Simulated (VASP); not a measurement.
Wanted: the native input for a VASP 6.6.1 run.

| Quantity | Value |
| --- | --- |
| Task | single point |
| Functional | r2SCANh |
| Potentials or basis | VASP PAW PBE potentials, release 64 (Al) |
| Cutoff | 520 eV |
| k mesh | 4 × 4 × 5 |
| Occupations | fermi-dirac, width 0.05 eV |
| Spin | no spin polarisation |
| Dipole correction | no |
| Grid for exact exchange (PRECFOCK) | Normal |
| Further INCAR settings | ALGO = Normal; EDIFF = 1e-06; NBANDS = 10 |
| Share of exact exchange | 0.1 |

Crystal: Al.

```
Al
1.0
     4.49160    0.00000    0.00000
    -2.24580    3.88984    0.00000
     0.00000    0.00000    2.72260
Al
2
Direct
  0.33333 0.66667 0.00000
  0.66667 0.33333 0.00000
```

This isn't the form of Al at room conditions, which is fcc.

These files were run (other wordings do the same):

POSCAR

```
Al
1.0
    4.4916000000      0.0000000000      0.0000000000
   -2.2458000000      3.8898400000      0.0000000000
    0.0000000000      0.0000000000      2.7226000000
Al
2
Direct
    0.3333300000      0.6666700000      0.0000000000
    0.6666700000      0.3333300000      0.0000000000
```

INCAR.step1

```
ALGO = Normal ; EDIFF = 1E-5
ENCUT = 520 ; GGA = PE
ISIF = 2 ; ISMEAR = -1
LASPH = T ; LCHARG = F
LREAL = F ; LWAVE = T
NBANDS = 10 ; NELM = 60
PREC = Accurate ; SIGMA = 0.05
```

INCAR.step2

```
AEXX = 0.1 ; ALGO = Normal
EDIFF = 1E-6 ; ENCUT = 520
ISIF = 2 ; ISMEAR = -1
ISTART = 1 ; LASPH = T
LCHARG = F ; LHFCALC = T
LMIXTAU = T ; LREAL = F
LWAVE = F ; METAGGA = R2SCAN
NBANDS = 10 ; NELM = 60
PREC = Accurate ; PRECFOCK = Normal
SIGMA = 0.05
```

KPOINTS

```
k-points
0
Gamma
  4 4 5
```

Potentials or basis: VASP PAW PBE potentials, release 64 (Al).

Launch:

```bash
$ cat potpaw_PBE.64/Al/POTCAR > POTCAR
$ cp INCAR.step1 INCAR
$ mpirun -np 1 vasp_std > vasp.out
$ cp INCAR.step2 INCAR
$ mpirun -np 1 vasp_std > vasp.out
```

Results of the run:

| Item | Value |
| --- | --- |
| Pressure | 1.2 GPa |
| Band gap on the k mesh | zero (bands 3 and 4 overlap by 2.15 eV) |

Caveat: the k points lie up to 0.46 Å⁻¹ apart, too coarse for converged energies and pressures of a metal; the PAW data sets were made with another functional, which shifts forces and pressure a little.

Run time: 14 min on 1 thread of AMD EPYC 7R43 64-Core Processor (Zen 3), on a shared host, peak memory 0.13 GiB.
